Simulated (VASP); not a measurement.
# Li3Ta2O (P4/mmm) in VASP: a series of runs

The runs below take Li3Ta2O through single point, relaxation of cell and atoms, with PBE.

Program: VASP 6.6.1. These are calculated values, not measurements. Logs are shortened: lines on timing, memory, paths and dates and some standing lists are left out, and cuts for length are marked.

## 1. The cell of the first run

Symmetry: P4/mmm, No. 123, tetragonal system. The conventional cell has a = 4.125 Å, b = 4.125 Å, c = 6.147 Å, α = 90.00°, β = 90.00°, γ = 90.00°. Within 3.0 Å of Li (site symmetry 4mm) lie 1 Li at 2.30 Å and 4 Ta at 2.82 Å. Li (site symmetry 4/mmm) has 2 O at 3.07 Å and 12 Li at 3.14 to 4.13 Å and 8 Ta at 3.70 Å within 4.2 Å. Ta (site symmetry mmm) has 2 O at 2.06 Å within 2.7 Å. Within 2.7 Å of O (site symmetry 4/mmm) lie 4 Ta at 2.06 Å.

The cell was generated, and may not be a known phase.

## 2. Single point, PBE

INCAR reads:

```
ALGO = Normal
EDIFF = 1E-6
ENCUT = 880
GGA = PE
GGA_COMPAT = F
ISIF = 2
ISMEAR = 0
LASPH = T
LCHARG = T
LELF = T
LREAL = F
LVHAR = T
LWAVE = F
NBANDS = 30
NELM = 120
PREC = Accurate
SIGMA = 0.1
```

KPOINTS reads:

```
k-points
0
Gamma
  4 4 4
```

POSCAR reads:

```
Li3Ta2O
1.0
    4.1252668943      0.0000000000      0.0000000000
    0.0000000000      4.1252668943      0.0000000000
    0.0000000000      0.0000000000      6.1470169305
Li Ta O
3 2 1
Direct
    0.0000000000      0.0000000000      0.3128846537
    0.0000000000      0.0000000000      0.6871153463
    0.5000000000      0.5000000000      0.5000000000
    0.5000000000      0.0000000000      0.0000000000
    0.0000000000      0.5000000000      0.0000000000
    0.5000000000      0.5000000000      0.0000000000
```

Potentials or basis: VASP PAW PBE potentials, release 64 (Li_sv, Ta_sv_GW, O).

Launch:

```bash
$ cat potpaw_PBE.64/Li_sv/POTCAR potpaw_PBE.64/Ta_sv_GW/POTCAR potpaw_PBE.64/O/POTCAR > POTCAR
$ mpirun -np 1 vasp_std > vasp.out
```

OUTCAR:

```text
EDIFF = 1E-6
   ENCUT = 880
   GGA = PE
   ISIF = 2
   ISMEAR = 0
   LASPH = T
   LREAL = F
   NELM = 120
   PREC = Accurate

 ion  position               nearest neighbor table
   1  0.000  0.000  0.313-   2 2.30   4 2.82   5 2.82   5 2.82   4 2.82
   2  0.000  0.000  0.687-   1 2.30   4 2.82   5 2.82   5 2.82   4 2.82
   3  0.500  0.500  0.500-
   4  0.500  0.000  0.000-   6 2.06   6 2.06   1 2.82   2 2.82   1 2.82   2 2.82   5 2.92   5 2.92
                             5 2.92   5 2.92
   5  0.000  0.500  0.000-   6 2.06   6 2.06   1 2.82   1 2.82   2 2.82   2 2.82   4 2.92   4 2.92
                             4 2.92   4 2.92
   6  0.500  0.500  0.000-   4 2.06   5 2.06   4 2.06   5 2.06

  LATTYP: Found a simple tetragonal cell.
 ALAT       =     4.1252668943
 C/A-ratio  =     1.4900895113

  Lattice vectors:

 A1 = (   4.1252668943,   0.0000000000,   0.0000000000)
 A2 = (   0.0000000000,   4.1252668943,   0.0000000000)
 A3 = (   0.0000000000,   0.0000000000,   6.1470169305)

Analysis of symmetry for initial positions (statically):
=====================================================================
 Subroutine PRICEL returns:
 Original cell was already a primitive cell.

 Routine SETGRP: Setting up the symmetry group for a
 simple tetragonal supercell.

 Subroutine GETGRP returns: Found 16 space group operations
 (whereof 16 operations were pure point group operations)
 out of a pool of 16 trial point group operations.

The static configuration has the point symmetry D_4h.

Analysis of symmetry for dynamics (positions and initial velocities):
=====================================================================
 Subroutine PRICEL returns:
 Original cell was already a primitive cell.

 Routine SETGRP: Setting up the symmetry group for a
 simple tetragonal supercell.

 Subroutine GETGRP returns: Found 16 space group operations
 (whereof 16 operations were pure point group operations)
 out of a pool of 16 trial point group operations.

The dynamic configuration has the point symmetry D_4h.

 Subroutine INISYM returns: Found 16 space group operations
 (whereof 16 operations are pure point group operations),
 and found     1 'primitive' translations

----------------------------------------------------------------------------------------

                                     Primitive cell

  volume of cell :     104.6089

  direct lattice vectors                    reciprocal lattice vectors
[... 92 lines left out ...]
   IBRION =     -1    ionic relax: 0-MD 1-quasi-New 2-CG
   NFREE  =      0    steps in history (QN), initial steepest desc. (CG)
   ISIF   =      2    stress and relaxation
   ISYM   =      2    0-nonsym 1-usesym 2-fastsym
   POTIM  = 0.5000    time-step for ionic-motion
   TEBEG  =    0.0;   TEEND  =   0.0 temperature during run
   PSTRESS=    0.0 pullay stress
   NELECT =      41.0000    total number of electrons
   NUPDOWN=      -1.0000    fix difference up-down
   EMIN   =  10.00;   EMAX   =-10.00  energy-range for DOS
   EFERMI =   0.00;   METHOD = LEGACY
   ISMEAR =     0;   SIGMA  =   0.10  broadening in eV -4-tet -1-fermi 0-gaus
   EFERMI_NEDOS =   21; number of points for ismear=-14 and -15
   IALGO  =     38    algorithm
   IMIX   =      4    mixing-type and parameters
     AMIX     =   0.40;   BMIX     =  1.00
     AMIX_MAG =   1.60;   BMIX_MAG =  1.00
  volume/ion in A,a.u.               =      17.43       117.66
  Fermi-wavevector in a.u.,A,eV,Ry     =   1.198064  2.264012 19.529216  1.435357
  Thomas-Fermi vector in A             =   2.333962
   LORBIT       =      0    0 simple, 1 ext, 2 COOP (PROOUT), +10 PAW based schemes
   GGA     = PE    functional components
   LHFCALC =     F    Hartree Fock is set to
   AEXX    =    0.0000 exact exchange contribution
   IVDW    =     0    specifies the selected vdW correction
   LEPSILON=     F    determine dielectric tensor
   LRPA    =     F    only Hartree local field effects (RPA)
 non-spin polarized calculation
 Gauss-broadening in eV      SIGMA  =   0.10
  energy-cutoff  :      880.00
  volume of cell :      104.61
 maximum number of plane-waves:      6228
 NGX is ok and might be reduce to    40
   NGX = 19   NGY = 19   NGZ = 29

 number of electron      40.9999991 magnetization

 Free energy of the ion-electron system (eV)
  ---------------------------------------------------
  ext. energy  EPLUGINS =         0.00000000
  ---------------------------------------------------
  free energy    TOTEN  =       -40.08044897 eV

  energy without entropy =      -40.03267357  energy(sigma->0) =      -40.05656127

 E-fermi :   4.4766     XC(G=0):  -9.4726

 val. band max:        4.4662696730   @ k =   0.5000   0.2500   0.0000
 cond. band min:       4.4783520027   @ k =   0.5000   0.5000   0.0000
 fundamental gap:      0.0120823297
 Fermi energy:         4.4765720885

 k-point     1 :       0.0000    0.0000    0.0000
  band No.  band energies     occupation
      1     -63.9129      2.00000
      2     -63.8311      2.00000
      3     -42.0644      2.00000
      4     -41.2924      2.00000
      5     -41.2392      2.00000
      6     -30.7600      2.00000
[... 583 lines left out ...]
     29       9.2153      0.00000
     30      10.1040      0.00000

------------------------ aborting loop because EDIFF is reached ----------------------------------------

  FORCE on cell =-STRESS in cart. coord.  units (eV):
  Direction    XX          YY          ZZ          XY          YZ          ZX
  --------------------------------------------------------------------------------------
  -------------------------------------------------------------------------------------
  Total        0.0423881      0.0423881      0.1486565      0.0000000     -0.0000000      0.0000000
  in kB        0.6492110      0.6492110      2.2768050      0.0000000     -0.0000000      0.0000000
  external PRESSURE =       1.1917423 kB  Pullay stress =       0.0000000 kB

 VOLUME and BASIS-vectors are now :
 -----------------------------------------------------------------------------
  energy-cutoff  :      880.00
  volume of cell :      104.61
      direct lattice vectors                 reciprocal lattice vectors
     4.125266894  0.000000000  0.000000000     0.242408558  0.000000000  0.000000000
     0.000000000  4.125266894  0.000000000     0.000000000  0.242408558  0.000000000
     0.000000000  0.000000000  6.147016931     0.000000000  0.000000000  0.162680535

 POSITION                                       TOTAL-FORCE (eV/Angst)
 -----------------------------------------------------------------------------------
      0.00000      0.00000      1.92331         0.000000      0.000000      0.014661
      0.00000      0.00000      4.22371        -0.000000     -0.000000     -0.014661
      2.06263      2.06263      3.07351        -0.000000     -0.000000      0.000000
      2.06263      0.00000      0.00000        -0.000000     -0.000000      0.000000
      0.00000      2.06263      0.00000        -0.000000     -0.000000      0.000000
      2.06263      2.06263      0.00000        -0.000000     -0.000000      0.000000
 -----------------------------------------------------------------------------------
    total drift:                                0.000000      0.000000     -0.000000

  FREE ENERGIE OF THE ION-ELECTRON SYSTEM (eV)
  ---------------------------------------------------
  free  energy   TOTEN  =       -40.0804489658 eV

  energy  without entropy=      -40.0326735663  energy(sigma->0) =      -40.05656127
```

OSZICAR:

```text
N       E                     dE             d eps       ncg     rms          rms(c)
DAV:   1     0.571182486561E+03    0.57118E+03   -0.27365E+04  1080   0.199E+03
DAV:   2     0.859967001334E+01   -0.56258E+03   -0.54592E+03  1488   0.472E+02
DAV:   3    -0.397309508295E+02   -0.48331E+02   -0.47484E+02  1430   0.140E+02
DAV:   4    -0.449916791342E+02   -0.52607E+01   -0.52223E+01  1900   0.293E+01
DAV:   5    -0.450908548066E+02   -0.99176E-01   -0.98856E-01  1394   0.450E+00    0.946E+01
DAV:   6    -0.406697459645E+02    0.44211E+01   -0.25412E+01  1220   0.193E+01    0.106E+02
DAV:   7    -0.415024357022E+02   -0.83269E+00   -0.16609E+00  1380   0.501E+00    0.969E+01
DAV:   8    -0.431538628712E+02   -0.16514E+01   -0.11000E+01  1226   0.149E+01    0.271E+02
DAV:   9    -0.400973753634E+02    0.30565E+01   -0.12544E+01  1168   0.165E+01    0.931E+01
DAV:  10    -0.400958642054E+02    0.15112E-02   -0.50073E-01  1370   0.329E+00    0.497E+01
DAV:  11    -0.400843897182E+02    0.11474E-01   -0.28020E-02  1418   0.975E-01    0.239E+01
DAV:  12    -0.400815920964E+02    0.27976E-02   -0.38673E-02  1220   0.103E+00    0.117E+01
DAV:  13    -0.400804398312E+02    0.11523E-02   -0.66746E-03  1292   0.401E-01    0.123E+00
DAV:  14    -0.400805109897E+02   -0.71158E-04   -0.71926E-04  1378   0.123E-01    0.111E+00
DAV:  15    -0.400804498471E+02    0.61143E-04   -0.16418E-04  1292   0.542E-02    0.165E-01
DAV:  16    -0.400804492907E+02    0.55639E-06   -0.16876E-05  1608   0.168E-02    0.164E-01
DAV:  17    -0.400804489658E+02    0.32484E-06   -0.23889E-06  1116   0.783E-03
   1 F= -.40080449E+02 E0= -.40056561E+02  d E =-.477754E-01
```

It took 94 s on 1 thread of Intel Xeon Platinum 8488C (Sapphire Rapids), shared host; peak memory 0.36 GiB.

What came out:

* Free energy: -40.0804 eV
* Pressure: 0.1 GPa
* Largest force: 0.015 eV/Å
* Band gap on the k mesh: zero (an odd number of electrons rules out a gap without spin polarisation)

Forces on the atoms (eV/Å):
```
Li   0.000  0.000  0.015
Li   0.000  0.000 -0.015
Li   0.000  0.000  0.000
Ta   0.000  0.000  0.000
Ta   0.000  0.000  0.000
O    0.000  0.000  0.000
```

Levels at points of the mesh, in eV from the Fermi level:
```tsv
k point	band 17	band 18	band 19	band 20	band 21	band 22	band 23	band 24
(0.00, 0.00, 0.00)	-2.72	-2.68	-1.13	-1.13	0.53	0.99	1.73	2.44
(0.50, 0.00, 0.00)	-2.36	-1.05	-1.01	-0.46	0.32	0.37	1.26	1.27
(0.50, 0.50, 0.00)	-2.08	-2.06	-0.28	-0.28	0.00	1.78	2.29	2.58
(0.00, 0.00, 0.50)	-2.72	-1.98	-1.51	-1.28	-1.28	1.26	2.41	2.41
(0.50, 0.00, 0.50)	-1.69	-1.52	-0.44	-0.43	0.13	0.24	0.25	0.70
(0.50, 0.50, 0.50)	-1.58	-1.58	-0.09	-0.09	0.09	0.21	0.21	1.58
```

Caveat: the k points lie up to 0.38 Å⁻¹ apart, too coarse for converged energies and pressures of a metal; spin-orbit coupling is left out, which moves the levels of the heavy elements.

## 3. Relaxation of cell and atoms, PBE

This run uses another cell than the first one, of 15.05 Å³/atom.

INCAR reads:

```
SYSTEM = Li3Ta2O
ALGO     = Normal         ! electronic algorithm
EDIFF    = 1E-7           ! SCF threshold, eV
EDIFFG   = -0.04          ! ionic threshold
ENCUT    = 880            ! plane-wave cutoff, eV
GGA      = PE             ! functional
GGA_COMPAT= .FALSE.      
IBRION   = 2              ! ionic algorithm
ISIF     = 3              ! what is computed and relaxed
ISMEAR   = 0              ! smearing method
LASPH    = .TRUE.         ! aspherical terms in the spheres
LCHARG   = .FALSE.        ! write CHGCAR
LREAL    = .FALSE.        ! projectors in reciprocal space
LWAVE    = .FALSE.        ! write WAVECAR
NELM     = 120            ! most SCF steps
NELMIN   = 4            
NSW      = 90             ! ionic steps
PREC     = Accurate       ! precision mode
SIGMA    = 0.1            ! smearing width, eV
```

KPOINTS reads:

```
k-points
0
G
  4 4 4
  0 0 0
```

POSCAR reads:

```
Li3Ta2O
1.0
    4.3933902700      0.0000000000      0.0000000000
    0.0000000000      4.3933902700      0.0000000000
    0.0000000000      0.0000000000      4.6786110900
Li Ta O
3 2 1
Direct
    0.0000000000      0.0000000000      0.2619861700
    0.0000000000      0.0000000000      0.7380138300
    0.5000000000      0.5000000000      0.5000000000
    0.5000000000      0.0000000000      0.0000000000
    0.0000000000      0.5000000000      0.0000000000
    0.5000000000      0.5000000000      0.0000000000
```

Potentials or basis: VASP PAW PBE potentials, release 64 (Li_sv, Ta_sv_GW, O).

Launch:

```bash
$ cat potpaw_PBE.64/Li_sv/POTCAR potpaw_PBE.64/Ta_sv_GW/POTCAR potpaw_PBE.64/O/POTCAR > POTCAR
$ mpirun -np 1 vasp_std > vasp.out
```

Run time: 13 min. Hardware: 1 thread of Intel Xeon Platinum 8488C (Sapphire Rapids), shared host; peak memory 0.42 GiB.

It converged, with:

```
Free energy                           : -40.0568 eV
Relaxed volume                        : 17.38 Å³/atom
Relaxed cell                          : a = 4.120 Å, b = 4.120 Å, c = 6.142 Å, α = 90.00°, β = 90.00°, γ = 90.00°
Space group after relaxing (to 0.1 Å) : P4/mmm (No. 123)
Energy gained by relaxing             : 185.6 meV/atom
Ionic steps                           : 11
Pressure after relaxing               : 0.3 GPa
Largest force after relaxing          : 0.033 eV/Å
Band gap on the k mesh                : zero (an odd number of electrons rules out a gap without spin polarisation)
```

Forces in eV/Å, atoms in the order of the input:
```
Li   0.000  0.000 -0.033
Li   0.000  0.000  0.033
Li   0.000  0.000  0.000
Ta   0.000  0.000  0.000
Ta   0.000  0.000  0.000
O    0.000  0.000  0.000
```

Stress tensor (GPa, compression positive):
```
0.34 0.00 0.00
0.00 0.34 0.00
0.00 0.00 0.06
```

Step by step:
| step | energy change (eV) | largest force (eV/Å) | pressure (GPa) | volume (Å³) |
| --- | --- | --- | --- | --- |
| 1 | 0.0000 | 1.7612 | -1.39 | 90.31 |
| 2 | -0.3431 | 1.2642 | 0.55 | 88.58 |
| 3 | -0.6481 | 0.1924 | 5.46 | 85.29 |
| 4 | -0.8152 | 0.7503 | -0.72 | 92.46 |
| 5 | -0.8151 | 0.7646 | -1.04 | 92.57 |
| 6 | -0.9827 | 0.7000 | 0.10 | 96.18 |
| 7 | -1.0303 | 0.6845 | 1.50 | 99.43 |
| 8 | -1.0882 | 0.4002 | -1.18 | 104.07 |
| 9 | -1.0894 | 0.3626 | -1.57 | 104.78 |
| 10 | -1.1095 | 0.0917 | 1.00 | 104.07 |
| 11 | -1.1137 | 0.0328 | 0.25 | 104.28 |

Final structure:
```
CELL_PARAMETERS angstrom
4.12048 0.00000 0.00000
0.00000 4.12048 0.00000
0.00000 0.00000 6.14180
ATOMIC_POSITIONS crystal
Li 0.00000 0.00000 0.31442
Li 0.00000 0.00000 0.68558
Li 0.50000 0.50000 0.50000
Ta 0.50000 0.00000 0.00000
Ta 0.00000 0.50000 0.00000
O 0.50000 0.50000 0.00000
```

Levels at points of the mesh, in eV from the Fermi level:
```
           k point  band 17  band 18  band 19  band 20  band 21  band 22  band 23  band 24
(0.00, 0.00, 0.00)    -2.74    -2.68    -1.14    -1.14     0.52     1.00     1.72     2.45
(0.50, 0.00, 0.00)    -2.37    -1.06    -1.01    -0.46     0.32     0.37     1.27     1.27
(0.50, 0.50, 0.00)    -2.09    -2.07    -0.28    -0.28     0.01     1.79     2.29     2.61
(0.00, 0.00, 0.50)    -2.74    -1.98    -1.52    -1.28    -1.28     1.27     2.42     2.42
(0.50, 0.00, 0.50)    -1.70    -1.52    -0.45    -0.43     0.13     0.24     0.25     0.70
(0.50, 0.50, 0.50)    -1.58    -1.58    -0.10    -0.10     0.09     0.21     0.21     1.59
```

Caveat: the volume moved by over 15 % at a fixed basis, so the end points are rough; spin-orbit coupling is left out, which moves the levels of the heavy elements.
